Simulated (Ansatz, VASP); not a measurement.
One calculation of Pt, two programs

File INCAR:

```
SYSTEM = Pt
PREC     = Accurate       ! precision mode
ENCUT    = 500            ! plane-wave cutoff, eV
EDIFF    = 1E-6           ! SCF threshold, eV
ISMEAR   = 0              ! smearing method
SIGMA    = 0.1            ! smearing width, eV
LREAL    = .FALSE.        ! projectors in reciprocal space
LASPH    = .TRUE.         ! aspherical terms in the spheres
NELM     = 120            ! most SCF steps
ALGO     = Normal         ! electronic algorithm
ISIF     = 2              ! what is computed and relaxed
LWAVE    = .FALSE.        ! write WAVECAR
LCHARG   = .FALSE.        ! write CHGCAR
GGA      = PE             ! functional
NBANDS   = 50             ! bands
GGA_COMPAT= .FALSE.
```

File KPOINTS:

```
regular mesh
0
G
  6 6 6
  0 0 0
```

File POSCAR:

```
Pt
1.0
    5.5168995855      0.0000000000      0.0000000000
   -2.7584497928      4.7777751912      0.0000000000
    0.0000000000      0.0000000000      4.7829479934
Pt
8
Direct
    0.3333333333      0.1666666667      0.7500000000
    0.3333333333      0.6666666667      0.7500000000
    0.8333333333      0.1666666667      0.7500000000
    0.8333333333      0.6666666667      0.7500000000
    0.1666666667      0.3333333333      0.2500000000
    0.1666666667      0.8333333333      0.2500000000
    0.6666666667      0.3333333333      0.2500000000
    0.6666666667      0.8333333333      0.2500000000
```

Input for Ansatz:

```yaml
crystal:
  lattice:
    - [5.5168995855, 0.0, 0.0]
    - [-2.7584497928, 4.7777751912, 0.0]
    - [0.0, 0.0, 4.7829479934]
  atoms:
    - { symbol: Pt, position: [0.3333333333, 0.1666666667, 0.75] }
    - { symbol: Pt, position: [0.3333333333, 0.6666666667, 0.75] }
    - { symbol: Pt, position: [0.8333333333, 0.1666666667, 0.75] }
    - { symbol: Pt, position: [0.8333333333, 0.6666666667, 0.75] }
    - { symbol: Pt, position: [0.1666666667, 0.3333333333, 0.25] }
    - { symbol: Pt, position: [0.1666666667, 0.8333333333, 0.25] }
    - { symbol: Pt, position: [0.6666666667, 0.3333333333, 0.25] }
    - { symbol: Pt, position: [0.6666666667, 0.8333333333, 0.25] }
basis:
  ecutwfc: 420
kpoints:
  mp_grid: { grid: [6, 6, 6] }
hamiltonian:
  xc: pbe
scf:
  occupations: { method: gaussian, width: 0.1 }
output:
  forces: true
  stress: true
  eigenvalues: true
```

Alike in both runs: task single point; functional PBE; k mesh 6 × 6 × 6; occupations gaussian, width 0.1 eV; no spin polarisation.

|  | VASP | Ansatz |
| --- | --- | --- |
| version | VASP 6.6.1 | Ansatz 0.2.0 |
| potentials or method | VASP PAW PBE potentials, release 64 (Pt), cutoff 500 eV | scalar-relativistic, plane waves, PAW |
| valence electrons in the cell | 80 | 144 |

Ansatz gave:

| Property | Result |
| --- | --- |
| gap on the k mesh at the Fermi level (eV) | none |
| pressure (GPa) | 0.0 |
| traceless stress, the component that is largest in VASP (GPa) | -0.11 |

Which values does VASP return?

gap on the k mesh at the Fermi level (eV): none; pressure (GPa): -0.4; traceless stress, the component that is largest in VASP (GPa): -0.22.

A gap of «none» marks a metal or a gap that the smearing closes. VASP's potentials hold 80 valence electrons a cell and Ansatz's 144, so a difference there can come from the potentials and not from the codes.

Neither program's run includes spin-orbit coupling.
